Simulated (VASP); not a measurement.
# MgO (Fm-3m) in VASP: a series of runs, part 2 of 2

VASP 6.6.1. Earlier steps stand in the parts before.

## (3) Relaxation of cell and atoms, r2SCAN, target pressure 10 GPa, at which the enthalpy is minimised

POSCAR reads:

```
MgO
1.0
    0.0000000000      2.1021666359      2.1021666359
    2.1021666359      0.0000000000      2.1021666359
    2.1021666359      2.1021666359      0.0000000000
Mg O
1 1
Direct
    0.0000000000      0.0000000000      0.0000000000
    0.5000000000      0.5000000000      0.5000000000
```

INCAR.step1 reads:

```
  PREC = Accurate
  ENCUT = 600
  ISMEAR = 0
  SIGMA = 0.01
  LREAL = F
  LASPH = T
  NELM = 80
  GGA = PE
  ALGO = Normal
  EDIFF = 1E-4
  LWAVE = T
  LCHARG = F
```

INCAR.step2 reads:

```
  PREC = Accurate
  ENCUT = 600
  EDIFF = 1E-7
  ISMEAR = 0
  SIGMA = 0.01
  LREAL = F
  LASPH = T
  NELM = 80
  ALGO = Normal
  ISIF = 3
  LWAVE = F
  LCHARG = F
  METAGGA = R2SCAN
  LMIXTAU = T
  IBRION = 2
  NSW = 100
  EDIFFG = -0.002
  PSTRESS = 100.0
  ISTART = 1
```

KPOINTS reads:

```
Automatic mesh
0
Gamma
  10 10 10
```

Potentials or basis: VASP PAW PBE potentials, release 64 (Mg, O).

On the command line:

```console
> cat potpaw_PBE.64/Mg/POTCAR potpaw_PBE.64/O/POTCAR > POTCAR
> cp INCAR.step1 INCAR
> mpirun -np 1 vasp_std > vasp.out
> cp INCAR.step2 INCAR
> mpirun -np 1 vasp_std > vasp.out
```

It took 57 s on 1 thread of Intel Xeon Platinum 8488C (Sapphire Rapids), shared host; peak memory 0.15 GiB.

The run converged. Its results:

```yaml
Free_energy: -16.1376 eV
Relaxed_volume: 8.74 Å³/atom
Relaxed_cell: a = 2.914 Å, b = 2.914 Å, c = 2.914 Å, α = 60.00°, β = 60.00°, γ = 60.00°
Space_group_after_relaxing_to_0.05_Å: Fm-3m (No. 225)
Energy_change_on_relaxing_the_enthalpy_is_what_falls: +13.7 meV/atom
Ionic_steps: 3
Pressure_after_relaxing: 10.0 GPa
Band_gap_on_the_k_mesh: 6.30 eV, direct
```

Step by step:
```csv
step,energy change (eV),largest force (eV/Å),pressure (GPa),volume (Å³)
1,0.0000,0.0000,-1.36,18.58
2,0.0819,0.0000,18.25,16.86
3,0.0273,0.0000,9.97,17.49
```

Final structure:
```yaml
crystal:
  lattice:
    - [0.00000, 2.06020, 2.06020]
    - [2.06020, 0.00000, 2.06020]
    - [2.06020, 2.06020, 0.00000]
  atoms:
    - { symbol: Mg, position: [0.00000, 0.00000, 0.00000] }
    - { symbol: O, position: [0.50000, 0.50000, 0.50000] }
```

Levels at points of the mesh, in eV from the valence-band top:
```tsv
k point	band 2	band 3	band 4	band 5	band 6	band 7
(0.00, 0.00, 0.00)	0.00	0.00	0.00	6.30	17.23	17.23
(0.50, 0.00, 0.00)	-4.91	-0.75	-0.75	9.25	14.61	18.14
(0.50, 0.50, 0.00)	-4.38	-1.47	-1.47	10.12	11.83	15.05
```

Caveat: the cell is relaxed towards a set pressure, so the enthalpy falls and the energy may rise; the PAW data sets were made with another functional, which shifts forces and pressure a little.

## (4) Relaxation of cell and atoms, r2SCAN, target pressure 15 GPa, at which the enthalpy is minimised

POSCAR is that of step 3.

INCAR.step1 reads:

```
PREC = Accurate
ENCUT = 600
ISMEAR = 0
SIGMA = 0.01
LREAL = F
LASPH = T
NELM = 100
GGA = PE
ALGO = Normal
EDIFF = 1E-4
LWAVE = T
LCHARG = F
```

INCAR.step2 reads:

```
PREC = Accurate
ENCUT = 600
EDIFF = 1E-7
ISMEAR = 0
SIGMA = 0.01
LREAL = F
LASPH = T
NELM = 100
ALGO = Normal
ISIF = 3
LWAVE = F
LCHARG = F
METAGGA = R2SCAN
LMIXTAU = T
IBRION = 2
NSW = 100
EDIFFG = -0.002
PSTRESS = 150.0
ISTART = 1
```

KPOINTS reads:

```
regular mesh
0
Gamma
  10 10 10
```

Potentials or basis: VASP PAW PBE potentials, release 64 (Mg, O).

On the command line:

```console
> cat potpaw_PBE.64/Mg/POTCAR potpaw_PBE.64/O/POTCAR > POTCAR
> cp INCAR.step1 INCAR
> mpirun -np 1 vasp_std > vasp.out
> cp INCAR.step2 INCAR
> mpirun -np 1 vasp_std > vasp.out
```

OUTCAR:

```text
PREC = Accurate
   ENCUT = 600
   EDIFF = 1E-7
   ISMEAR = 0
   LREAL = F
   LASPH = T
   NELM = 100
   ISIF = 3
   METAGGA = R2SCAN
   IBRION = 2
   NSW = 100
   EDIFFG = -0.002
   PSTRESS = 150.0
   ISTART = 1

 ion  position               nearest neighbor table
   1  0.000  0.000  0.000-   2 2.10   2 2.10   2 2.10   2 2.10   2 2.10   2 2.10
   2  0.500  0.500  0.500-   1 2.10   1 2.10   1 2.10   1 2.10   1 2.10   1 2.10

  LATTYP: Found a face centered cubic cell.
 ALAT       =     4.2043332718

  Lattice vectors:

 A1 = (   0.0000000000,   2.1021666359,   2.1021666359)
 A2 = (   2.1021666359,   0.0000000000,   2.1021666359)
 A3 = (   2.1021666359,   2.1021666359,   0.0000000000)

Analysis of symmetry for initial positions (statically):
=====================================================================
 Subroutine PRICEL returns:
 Original cell was already a primitive cell.

 Routine SETGRP: Setting up the symmetry group for a
 face centered cubic supercell.

 Subroutine GETGRP returns: Found 48 space group operations
 (whereof 48 operations were pure point group operations)
[... 168 lines left out ...]

  FORCE on cell =-STRESS in cart. coord.  units (eV):
  Direction    XX          YY          ZZ          XY          YZ          ZX
  --------------------------------------------------------------------------------------
  -------------------------------------------------------------------------------------
  Total       -0.1577959     -0.1577959     -0.1577959      0.0000000      0.0000000     -0.0000000
  in kB      -13.6073885    -13.6073885    -13.6073885      0.0000000      0.0000000     -0.0000000
  external PRESSURE =    -163.6073885 kB  Pullay stress =     150.0000000 kB
[... 177 lines left out ...]
--------------------------------------- Ionic step        6  -------------------------------------------

 number of electron       7.9999997 magnetization

 Free energy of the ion-electron system (eV)
  ---------------------------------------------------
  ext. energy  EPLUGINS =         0.00000000
  ---------------------------------------------------
  free energy    TOTEN  =       -16.10716419 eV

  energy without entropy =      -16.10716419  energy(sigma->0) =      -16.10716419

 E-fermi :   3.5673     XC(G=0): -12.0569

 val. band max:        3.4576454014   @ k =   0.0000   0.0000   0.0000
 cond. band min:      10.0149571528   @ k =   0.0000   0.0000   0.0000
 fundamental gap:      6.5573117514
 Fermi energy:         3.5672946760

 k-point     1 :       0.0000    0.0000    0.0000
  band No.  band energies     occupation
      1     -15.2192      2.00000
      2       3.4576      2.00000
      3       3.4576      2.00000
      4       3.4576      2.00000
      5      10.0150      0.00000
      6      20.8164      0.00000
      7      20.8164      0.00000
      8      20.8164      0.00000
[... 243 lines left out ...]
 k-point    24 :       0.4000    0.3000    0.0000
  band No.  band energies     occupation
      1     -13.8050      2.00000
      2      -0.4260      2.00000
      3       2.0047      2.00000
      4       2.2414      2.00000
      5      14.6161      0.00000
      6      15.2801      0.00000
      7      19.2484      0.00000
      8      24.1681      0.00000

 [... further k-points ...]
[... 5 lines left out ...]
  --------------------------------------------------------------------------------------
  -------------------------------------------------------------------------------------
  Total        1.6000129      1.6000129      1.6000129      0.0000000      0.0000000      0.0000000
  in kB      149.9469489    149.9469489    149.9469489      0.0000000      0.0000000      0.0000000
  external PRESSURE =      -0.0530511 kB  Pullay stress =     150.0000000 kB
[... 21 lines left out ...]
  energy  without entropy=      -16.1071641860  energy(sigma->0) =      -16.10716419

  enthalpy is  TOTEN    =       -14.5065851643 eV   P V=        1.6005790218

 reached required accuracy - stopping structural energy minimisation
```

OUTCAR.step1:

```text
PREC = Accurate
   ENCUT = 600
   ISMEAR = 0
   LREAL = F
   LASPH = T
[... 484 lines left out ...]
 -----------------------------------------------------------------------------------
      0.00000      0.00000      0.00000        -0.000000     -0.000000      0.000000
      2.10217      2.10217      2.10217         0.000000      0.000000      0.000000
 -----------------------------------------------------------------------------------
    total drift:                               -0.000000     -0.000000      0.000000

  FREE ENERGIE OF THE ION-ELECTRON SYSTEM (eV)
  ---------------------------------------------------
  free  energy   TOTEN  =       -11.9058830179 eV

  energy  without entropy=      -11.9058830179  energy(sigma->0) =      -11.90588302
```

OSZICAR.step1:

```text
N       E                     dE             d eps       ncg     rms          rms(c)
DAV:   1     0.155840143730E+02    0.15584E+02   -0.53681E+03   912   0.101E+03
DAV:   2    -0.130632043193E+02   -0.28647E+02   -0.27966E+02   888   0.150E+02
DAV:   3    -0.134649097308E+02   -0.40171E+00   -0.40171E+00  1000   0.201E+01
DAV:   4    -0.134653653434E+02   -0.45561E-03   -0.45561E-03   984   0.647E-01
DAV:   5    -0.134653661670E+02   -0.82365E-06   -0.82365E-06  1024   0.201E-02    0.722E+00
DAV:   6    -0.119256288090E+02    0.15397E+01   -0.10006E+01   752   0.225E+01    0.227E+00
DAV:   7    -0.119113999276E+02    0.14229E-01   -0.42791E-02   792   0.260E+00    0.132E+00
DAV:   8    -0.119059739238E+02    0.54260E-02   -0.24399E-02   760   0.240E+00    0.156E-01
DAV:   9    -0.119058830179E+02    0.90906E-04   -0.43047E-04  1048   0.186E-01
   1 F= -.11905883E+02 E0= -.11905883E+02  d E =-.309566E-46
```

It took 2.1 min on 1 thread of Intel Xeon Platinum 8488C (Sapphire Rapids), shared host; peak memory 0.16 GiB.

What came out:

| Item | Value |
| --- | --- |
| Free energy | -16.1072 eV |
| Relaxed volume | 8.55 Å³/atom |
| Relaxed cell | a = 2.892 Å, b = 2.892 Å, c = 2.892 Å, α = 60.00°, β = 60.00°, γ = 60.00° |
| Space group after relaxing (to 0.05 Å) | Fm-3m (No. 225) |
| Energy change on relaxing (the enthalpy is what falls) | +28.9 meV/atom |
| Ionic steps | 6 |
| Pressure after relaxing | 15.0 GPa |
| Band gap on the k mesh | 6.56 eV, direct |

Step by step:
| step | energy change (eV) | largest force (eV/Å) | pressure (GPa) | volume (Å³) |
| --- | --- | --- | --- | --- |
| 1 | 0.0000 | 0.0000 | -1.36 | 18.58 |
| 2 | 0.1891 | 0.0000 | 29.86 | 16.14 |
| 3 | 0.0571 | 0.0000 | 14.90 | 17.10 |
| 4 | 0.0598 | 0.0000 | 15.29 | 17.07 |
| 5 | 0.0566 | 0.0000 | 14.82 | 17.11 |
| 6 | 0.0578 | 0.0000 | 14.99 | 17.10 |

Final structure:
```
CELL_PARAMETERS angstrom
0.00000 2.04466 2.04466
2.04466 0.00000 2.04466
2.04466 2.04466 0.00000
ATOMIC_POSITIONS crystal
Mg 0.00000 0.00000 0.00000
O 0.50000 0.50000 0.50000
```

Levels at points of the mesh, in eV from the valence-band top:
| k point | band 2 | band 3 | band 4 | band 5 | band 6 | band 7 |
| --- | --- | --- | --- | --- | --- | --- |
| (0.00, 0.00, 0.00) | 0.00 | 0.00 | 0.00 | 6.56 | 17.36 | 17.36 |
| (0.50, 0.00, 0.00) | -5.02 | -0.78 | -0.78 | 9.41 | 14.89 | 18.38 |
| (0.50, 0.50, 0.00) | -4.48 | -1.50 | -1.50 | 10.15 | 12.10 | 15.32 |

Caveat: the cell is relaxed towards a set pressure, so the enthalpy falls and the energy may rise; the PAW data sets were made with another functional, which shifts forces and pressure a little.

## (5) Overview

```csv
cell,gap on the mesh (eV),pressure (GPa)
relaxed to 7 GPa,6.15,7.0
relaxed to 10 GPa,6.30,10.0
relaxed to 15 GPa,6.56,15.0
```

Alike in all rows: task relaxation of cell and atoms; level r2SCAN; potentials or basis VASP PAW PBE potentials, release 64 (Mg, O); no spin polarisation; k mesh 10 × 10 × 10; cutoff (eV) 600; smearing gaussian 0.01 eV.

Caveats: the cell is relaxed towards a set pressure, so the enthalpy falls and the energy may rise; the PAW data sets were made with another functional, which shifts forces and pressure a little.

Total energies depend on the potentials used, so only differences within one code and one set of settings carry meaning.
